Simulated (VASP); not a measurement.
A run of VASP 6.6.1:

File INCAR:

```
SYSTEM = MnO2
PREC = Accurate
ENCUT = 520
EDIFF = 1E-6
ISMEAR = -1
SIGMA = 0.1
LREAL = .FALSE.
LASPH = .TRUE.
NELM = 150
ALGO = Normal
ISIF = 2
LWAVE = .FALSE.
LCHARG = .FALSE.
ISPIN = 2
MAGMOM = 4 0 0
LORBIT = 11
LMAXMIX = 4
GGA = PS
NBANDS = 24
```

Contents of KPOINTS:

```
regular mesh
0
G
  12 12 12
  0 0 0
```

The input POSCAR:

```
MnO2
1.0
    1.4284348400      0.8247072400      4.5839315300
   -1.4284348400      0.8247072400      4.5839315300
    0.0000000000     -1.6494144800      4.5839315300
Mn O
1 2
Direct
    0.0000000000      0.0000000000      0.0000000000
    0.2643644898      0.2643644898      0.2643644898
    0.7356355095      0.7356355095      0.7356355095
```

Potentials or basis: VASP PAW PBE potentials, release 64 (Mn_pv, O).

Launch:

```console
$ cat potpaw_PBE.64/Mn_pv/POTCAR potpaw_PBE.64/O/POTCAR > POTCAR
$ mpirun -np 1 vasp_std > vasp.out
```

Hardware: 1 thread of Oxide Virtual Turin-like Processor (shared host).

Task: Estimate the wall time of this run.

Result: Wall time 17 min on 1 thread of Oxide Virtual Turin-like Processor, with other jobs on the host, peak memory 0.35 GiB. Counts: scf iterations 16, k points 189.
